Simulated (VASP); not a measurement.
# CO2 in VASP: further runs

The runs below take CO2 through single point, with PBE+D3(BJ).

All numbers are computed with VASP 6.6.1; they aren't measurements. Logs are shortened: lines on timing, memory, paths and dates and some standing lists are left out, and cuts for length are marked.

## (1) The cell of the first run

The cell holds a disordered packing, 24 atoms: a = 8.082 Å, b = 8.082 Å, c = 8.082 Å, α = 90.00°, β = 90.00°, γ = 90.00°.

## (2) Single point, PBE+D3(BJ)

Input file INCAR:

```
PREC = Accurate
ENCUT = 910
EDIFF = 1E-6
ISMEAR = -1
SIGMA = 0.05
LREAL = Auto
LASPH = True
NELM = 120
ALGO = Normal
ISIF = 2
LWAVE = False
LCHARG = True
GGA = PE
IVDW = 12
LELF = True
LVHAR = True
NBANDS = 82
GGA_COMPAT = False
```

Input file KPOINTS:

```
regular mesh
0
Gamma
  1 1 1
```

Input file POSCAR:

```
CO2
1.0
    8.0824800000      0.0000000000      0.0000000000
    0.0000000000      8.0824800000      0.0000000000
    0.0000000000      0.0000000000      8.0824800000
C O
8 16
Direct
    0.4941923766      0.7953746870      0.8525601053
    0.9712241787      0.4929551326      0.6102706100
    0.0352490820      0.1726079124      0.0962080945
    0.7144589284      0.1474671141      0.6667631717
    0.5745018856      0.5513283052      0.4147984282
    0.1159545090      0.8289287446      0.4395433085
    0.4880061565      0.3832858232      0.0364739535
    0.0212063624      0.7552508636      0.9156595500
    0.5489899140      0.8971751245      0.9516014887
    0.4592897230      0.6791479843      0.7644312142
    0.8383812889      0.5363081628      0.5592095495
    1.0862878720      0.4371059378      0.6694356188
    0.1395858697      0.1876033099      0.1942225654
   -0.0164058556      0.1922429749     -0.0339499758
    0.5799705041      0.1064772199      0.6038864309
    0.8218888262      0.1966475636      0.7498317348
    0.6215666479      0.6833917313      0.4043808336
    0.5339326543      0.4129054449      0.4071770051
    0.2124100524      0.8789752650      0.5568835308
    0.0279493423      0.8033920282      0.3312225950
    0.4437994279      0.5121571597      0.0916797815
    0.5416035672      0.2534618088      0.0082524176
   -0.0688526294      0.7940632083      0.8092194475
    0.1378289832      0.7345393988      0.9977506904
```

Potentials or basis: VASP PAW PBE potentials, release 64 (C_h, O_h).

Launch:

```bash
$ cat potpaw_PBE.64/C_h/POTCAR potpaw_PBE.64/O_h/POTCAR > POTCAR
$ mpirun -np 1 vasp_gam > vasp.out
```

OUTCAR:

```text
PREC = Accurate
   ENCUT = 910
   EDIFF = 1E-6
   ISMEAR = -1
   LREAL = Auto
   LASPH = True
   NELM = 120
   ISIF = 2
   GGA = PE
   IVDW = 12
 IVDW          = 12

 ion  position               nearest neighbor table
   1  0.494  0.795  0.853-  10 1.21   9 1.23
   2  0.971  0.493  0.610-  12 1.14  11 1.20
   3  0.035  0.173  0.096-  14 1.14  13 1.16
   4  0.714  0.147  0.667-  16 1.17  15 1.24
   5  0.575  0.551  0.415-  17 1.14  18 1.17
   6  0.116  0.829  0.440-  20 1.15  19 1.29
   7  0.488  0.383  0.036-  22 1.16  21 1.19
   8  0.021  0.755  0.916-  24 1.16  23 1.17
   9  0.549  0.897  0.952-   1 1.23
  10  0.459  0.679  0.764-   1 1.21
  11  0.838  0.536  0.559-   2 1.20
  12  0.086  0.437  0.669-   2 1.14
  13  0.140  0.188  0.194-   3 1.16
  14  0.984  0.192  0.966-   3 1.14
[... 8 lines left out ...]
  23  0.931  0.794  0.809-   8 1.17
  24  0.138  0.735  0.998-   8 1.16

  LATTYP: Found a simple cubic cell.
 ALAT       =     8.0824800000

  Lattice vectors:

 A1 = (   8.0824800000,   0.0000000000,   0.0000000000)
 A2 = (   0.0000000000,   8.0824800000,   0.0000000000)
 A3 = (   0.0000000000,   0.0000000000,   8.0824800000)

Analysis of symmetry for initial positions (statically):
=====================================================================
 Subroutine PRICEL returns:
 Original cell was already a primitive cell.

 Routine SETGRP: Setting up the symmetry group for a
 simple cubic supercell.

 Subroutine GETGRP returns: Found  1 space group operations
 (whereof  1 operations were pure point group operations)
 out of a pool of 48 trial point group operations.

The static configuration has the point symmetry C_1 .

Analysis of symmetry for dynamics (positions and initial velocities):
=====================================================================
 Subroutine PRICEL returns:
 Original cell was already a primitive cell.

 Routine SETGRP: Setting up the symmetry group for a
 simple cubic supercell.

 Subroutine GETGRP returns: Found  1 space group operations
 (whereof  1 operations were pure point group operations)
 out of a pool of 48 trial point group operations.

The dynamic configuration has the point symmetry C_1 .

 Subroutine INISYM returns: Found  1 space group operations
 (whereof  1 operations are pure point group operations),
 and found     1 'primitive' translations

----------------------------------------------------------------------------------------

                                     Primitive cell

  volume of cell :     528.0000

  direct lattice vectors                    reciprocal lattice vectors
     8.082480000  0.000000000  0.000000000     0.123724401  0.000000000  0.000000000
     0.000000000  8.082480000  0.000000000     0.000000000  0.123724401  0.000000000
     0.000000000  0.000000000  8.082480000     0.000000000  0.000000000  0.123724401

  length of vectors
     8.082480000  8.082480000  8.082480000     0.123724401  0.123724401  0.123724401

  position of ions in fractional coordinates (direct lattice)
     0.494192377  0.795374687  0.852560105
     0.971224179  0.492955133  0.610270610
     0.035249082  0.172607912  0.096208094
     0.714458928  0.147467114  0.666763172
     0.574501886  0.551328305  0.414798428
     0.115954509  0.828928745  0.439543308
[... 16 lines left out ...]
     0.931147371  0.794063208  0.809219447
     0.137828983  0.734539399  0.997750690

  ion indices of the primitive-cell ions
   primitive index   ion index
                 1           1
                 2           2
                 3           3
                 4           4
                 5           5
                 6           6
[... 16 lines left out ...]
                23          23
                24          24

----------------------------------------------------------------------------------------

 KPOINTS: regular mesh

Automatic generation of k-mesh.
 Grid dimensions read from file:
 generate k-points for:    1    1    1

 Generating k-lattice:

  Cartesian coordinates                     Fractional coordinates (reciprocal lattice)
     0.123724401  0.000000000  0.000000000     1.000000000  0.000000000  0.000000000
     0.000000000  0.123724401  0.000000000     0.000000000  1.000000000  0.000000000
     0.000000000  0.000000000  0.123724401     0.000000000  0.000000000  1.000000000

  Length of vectors
     0.123724401  0.123724401  0.123724401

  Shift w.r.t. Gamma in fractional coordinates (k-lattice)
     0.000000000  0.000000000  0.000000000

 Subroutine IBZKPT returns following result:
 ===========================================

 Found      1 irreducible k-points:

 Following reciprocal coordinates:
            Coordinates               Weight
  0.000000  0.000000  0.000000      1.000000
   k-points           NKPTS =      1   k-points in BZ     NKDIM =      1   number of bands    NBANDS=     82
   number of dos      NEDOS =    301   number of ions     NIONS =     24
   total plane-waves  NPLWV = 512000
   dimension x,y,z NGX =    80 NGY =   80 NGZ =   80
   dimension x,y,z NGXF=   160 NGYF=  160 NGZF=  160
   ions per type =               8  16
   NGX,Y,Z   is equivalent  to a cutoff of  16.45, 16.45, 16.45 a.u.
   NGXF,Y,Z  is equivalent  to a cutoff of  32.91, 32.91, 32.91 a.u.
 SYSTEM =  unknown system
   PREC   = accura    normal or accurate (medium, high low for compatibility)
   ISTART =      0    job   : 0-new  1-cont  2-samecut
   ICHARG =      2    charge: 1-file 2-atom 10-const
   ISPIN  =      1    spin polarized calculation?
   LNONCOLLINEAR =      F non collinear calculations
   LSORBIT =      F    spin-orbit coupling
   LASPH  =      T    aspherical Exc in radial PAW
   ENCUT  =  910.0 eV  66.88 Ry    8.18 a.u.  19.88 19.88 19.88*2*pi/ulx,y,z
   NELM   =    120;   NELMIN=  2; NELMDL= -5     # of ELM steps
   EDIFF  = 0.1E-05   stopping-criterion for ELM
   LREAL  =      T    real-space projection
   EDIFFG = 0.1E-04   stopping-criterion for IOM
   NSW    =      0    number of steps for IOM
   IBRION =     -1    ionic relax: 0-MD 1-quasi-New 2-CG
   NFREE  =      0    steps in history (QN), initial steepest desc. (CG)
   ISIF   =      2    stress and relaxation
   ISYM   =      2    0-nonsym 1-usesym 2-fastsym
   POTIM  = 0.5000    time-step for ionic-motion
   TEBEG  =    0.0;   TEEND  =   0.0 temperature during run
   PSTRESS=    0.0 pullay stress
   NELECT =     128.0000    total number of electrons
   NUPDOWN=      -1.0000    fix difference up-down
   EMIN   =  10.00;   EMAX   =-10.00  energy-range for DOS
   EFERMI =   0.00;   METHOD = LEGACY
   ISMEAR =    -1;   SIGMA  =   0.05  broadening in eV -4-tet -1-fermi 0-gaus
   EFERMI_NEDOS =   21; number of points for ismear=-14 and -15
   IALGO  =     38    algorithm
   IMIX   =      4    mixing-type and parameters
     AMIX     =   0.40;   BMIX     =  1.00
     AMIX_MAG =   1.60;   BMIX_MAG =  1.00
  volume/ion in A,a.u.               =      22.00       148.46
  Fermi-wavevector in a.u.,A,eV,Ry     =   1.020783  1.929001 14.177248  1.041998
  Thomas-Fermi vector in A             =   2.154372
   LORBIT       =      0    0 simple, 1 ext, 2 COOP (PROOUT), +10 PAW based schemes
   GGA     = PE    functional components
   LHFCALC =     F    Hartree Fock is set to
   AEXX    =    0.0000 exact exchange contribution
   IVDW    =    12    specifies the selected vdW correction
   LEPSILON=     F    determine dielectric tensor
   LRPA    =     F    only Hartree local field effects (RPA)
 non-spin polarized calculation
  energy-cutoff  :      910.00
  volume of cell :      528.00
 maximum number of plane-waves:     16494
 NGX is ok and might be reduce to    80
   NGX = 39   NGY = 39   NGZ = 39

 number of electron     127.9999998 magnetization

 Free energy of the ion-electron system (eV)
  ---------------------------------------------------
  ext. energy  EPLUGINS =         0.00000000
  ---------------------------------------------------
  free energy    TOTEN  =      -182.72681127 eV

  energy without entropy =     -182.72681127  energy(sigma->0) =     -182.72681127

 E-fermi :  -3.3110     XC(G=0):  -6.1331

 val. band max:       -4.5373787552   @ k =   0.0000   0.0000   0.0000
 cond. band min:       0.4892381259   @ k =   0.0000   0.0000   0.0000
 fundamental gap:      5.0266168812
 Fermi energy:        -3.3110359359

 k-point     1 :       0.0000    0.0000    0.0000
  band No.  band energies     occupation
      1     -25.8790      2.00000
      2     -25.8327      2.00000
      3     -25.8044      2.00000
      4     -25.7148      2.00000
      5     -25.3349      2.00000
      6     -25.1680      2.00000
[... 68 lines left out ...]
     75       3.0292      0.00000
     76       3.0498      0.00000
 [bands above 76 left out]

------------------------ aborting loop because EDIFF is reached ----------------------------------------

 Edisp (eV)   -1.07499

 E8    (eV) :    -0.2702

  FORCE on cell =-STRESS in cart. coord.  units (eV):
  Direction    XX          YY          ZZ          XY          YZ          ZX
  --------------------------------------------------------------------------------------
  -------------------------------------------------------------------------------------
  Total      -3.97973    -2.43472     0.06592    -5.41861    -8.84101     0.50746
  in kB     -12.07620    -7.38799     0.20002   -16.44238   -26.82741     1.53985
  external pressure =       -6.42 kB  Pullay stress =        0.00 kB

 VOLUME and BASIS-vectors are now :
 -----------------------------------------------------------------------------
  energy-cutoff  :      910.00
  volume of cell :      528.00
      direct lattice vectors                 reciprocal lattice vectors
     8.082480000  0.000000000  0.000000000     0.123724401  0.000000000  0.000000000
     0.000000000  8.082480000  0.000000000     0.000000000  0.123724401  0.000000000
     0.000000000  0.000000000  8.082480000     0.000000000  0.000000000  0.123724401

 POSITION                                       TOTAL-FORCE (eV/Angst)
 -----------------------------------------------------------------------------------
      3.99430      6.42860      6.89080         1.683198     -0.285747      1.314483
      7.84990      3.98430      4.93250        -5.133881      0.871308     -1.431171
      0.28490      1.39510      0.77760         3.259892      1.429329      0.185696
      5.77460      1.19190      5.38910        -5.873142     -1.000987     -1.240007
      4.64340      4.45610      3.35260        -0.765405     -2.579789     -0.805949
      0.93720      6.69980      3.55260         5.546787      3.657306      6.605572
[... 16 lines left out ...]
      7.52598      6.41800      6.54050        -1.162324     -0.365965      0.283333
      1.11400      5.93690      8.06430        -0.058380     -0.587060      1.094705
 -----------------------------------------------------------------------------------
    total drift:                                0.012455     -0.005666     -0.004035

  FREE ENERGIE OF THE ION-ELECTRON SYSTEM (eV)
  ---------------------------------------------------
  free  energy   TOTEN  =      -183.8017979265 eV

  energy  without entropy=     -183.8017979265  energy(sigma->0) =     -183.80179793
```

Wall time 1.8 min (1 thread of Intel Xeon Platinum 8488C (Sapphire Rapids), shared host); peak memory 0.89 GiB.

What came out:

* Free energy: -183.8018 eV
* Pressure: -0.6 GPa
* Largest force: 9.369 eV/Å
* Dispersion energy per atom: -0.045 eV

Forces in eV/Å, atoms in the order of the input:
```
C    1.683 -0.286  1.314
C   -5.134  0.871 -1.431
C    3.260  1.429  0.186
C   -5.873 -1.001 -1.240
C   -0.765 -2.580 -0.806
C    5.547  3.657  6.606
C   -0.350  1.949  2.101
C    1.216  1.037 -1.378
O   -2.140 -2.996 -3.337
O    0.521  3.179  1.947
O    3.044 -0.610  0.855
O    2.886 -0.662  0.973
O    0.176 -0.863  2.915
O   -2.446 -0.590 -1.675
O    5.068  1.016  1.684
O   -0.260 -0.175 -1.779
O    0.480  3.605 -0.096
O   -0.381 -0.618  0.605
O   -4.488 -2.768 -5.413
O   -1.067 -0.748 -1.189
O    0.071 -1.010 -1.289
O    0.174 -0.884 -0.931
O   -1.162 -0.366  0.283
O   -0.058 -0.587  1.095
```

Stress tensor (GPa, compression positive):
```
-1.21 -1.64  0.15
-1.64 -0.74 -2.68
 0.15 -2.68  0.02
```

Caveat: the k points lie up to 0.78 Å⁻¹ apart; the cutoff is under 1.25 times the usual one of these potentials, so pressure, stress and relaxed cells hold a basis-set (Pulay) error; the atoms stand as in a frame of molecular dynamics.

## (3) Single point, PBE+D3(BJ)

Input file INCAR:

```
SYSTEM = CO2
PREC = Accurate ; ENCUT = 910
EDIFF = 1E-6 ; ISMEAR = -1
SIGMA = 0.05 ; LREAL = Auto
LASPH = .True. ; NELM = 120
ALGO = Normal ; ISIF = 2
LWAVE = .False. ; LCHARG = .False.
GGA = PE ; IVDW = 12
NBANDS = 82 ; GGA_COMPAT = .False.
```

Input file KPOINTS:

```
regular mesh
0
Gamma
  1 1 1
  0 0 0
```

Input file POSCAR:

```
CO2
1.0
    8.0824800000      0.0000000000      0.0000000000
    0.0000000000      8.0824800000      0.0000000000
    0.0000000000      0.0000000000      8.0824800000
C O
8 16
Direct
    0.5900664153      0.8173728855      0.8989938732
    1.0042709663      0.4507279944      0.6114336194
    0.0238664370      0.2071022755      0.1880982075
    0.6273445774      0.1285743980      0.5978981699
    0.5574526630      0.5931347804      0.4185225327
    0.1016148509      0.8336302719      0.3914392612
    0.4503568212      0.3990854292     -0.0195237105
    0.0891186863      0.8283967297      0.8996619849
    0.6234720036      0.9335872158      0.9624397462
    0.5535305995      0.6973725886      0.8266274708
    0.9106239669      0.5225994992      0.5271401847
    1.1005656680      0.3738580238      0.6972612367
    0.1309375340      0.2068671992      0.2889459671
   -0.0598207481      0.2303995803      0.0703991844
    0.4906414863      0.0935603924      0.5863051935
    0.7690708792      0.1463907118      0.6249938138
    0.6085384684      0.7236392790      0.3693792004
    0.5175762885      0.4633726282      0.4713157348
    0.2007428413      0.8242767071      0.4906043690
    0.0097866002      0.8476606190      0.2758311805
    0.3674367273      0.4919034752      0.0539562115
    0.5265957973      0.2777117914     -0.0796042799
   -0.0294958973      0.7788822243      0.8243756867
    0.1850050974      0.8609238749      1.0001633162
```

Potentials or basis: VASP PAW PBE potentials, release 64 (C_h, O_h).

Launch:

```bash
$ cat potpaw_PBE.64/C_h/POTCAR potpaw_PBE.64/O_h/POTCAR > POTCAR
$ mpirun -np 1 vasp_gam > vasp.out
```

It took 1.7 min on 1 thread of AMD EPYC 7R13 (Zen 3), shared host; peak memory 0.86 GiB.

Results (log left out):

```yaml
Free_energy: -185.8595 eV
Pressure: -1.1 GPa
Largest_force: 7.745 eV/Å
Dispersion_energy_per_atom: -0.043 eV
```

Forces in eV/Å, atoms in the order of the input:
```
C   -1.752 -5.813 -3.520
C    2.123 -1.967  1.961
C    1.525  1.279 -0.809
C    2.535 -0.260  1.058
C    1.218  1.579 -0.286
C   -3.243  0.702 -4.700
C    2.305 -5.483 -1.573
C   -3.911 -1.924 -0.928
O    1.940  6.462  3.803
O   -0.111 -0.648 -0.335
O    0.307 -0.135  0.167
O   -2.351  2.048 -2.096
O   -1.494 -0.478 -0.417
O   -0.015 -0.728  1.235
O   -2.560 -0.262 -0.644
O    0.023  0.467 -0.486
O   -1.190 -2.275  0.719
O   -0.065  0.765 -0.437
O    2.201 -0.415  2.773
O    0.867 -0.357  2.173
O    0.266  0.297 -0.305
O   -2.688  5.188  1.981
O    2.283  1.121  0.484
O    1.787  0.840  0.182
```

Stress tensor (GPa, compression positive):
```
-1.13  1.77  0.15
 1.77 -1.17  1.27
 0.15  1.27 -1.06
```

Levels at points of the mesh, in eV from the Fermi level:
```
           k point  band 60  band 61  band 62  band 63  band 64  band 65  band 66  band 67  band 68  band 69
(0.00, 0.00, 0.00)    -1.45    -1.38    -1.34    -1.34    -1.29     4.74     5.61     5.69     6.02     6.30
```

Caveat: the k points lie up to 0.78 Å⁻¹ apart; the cutoff is under 1.25 times the usual one of these potentials, so pressure, stress and relaxed cells hold a basis-set (Pulay) error.

(Continued in part 2 of 2.)
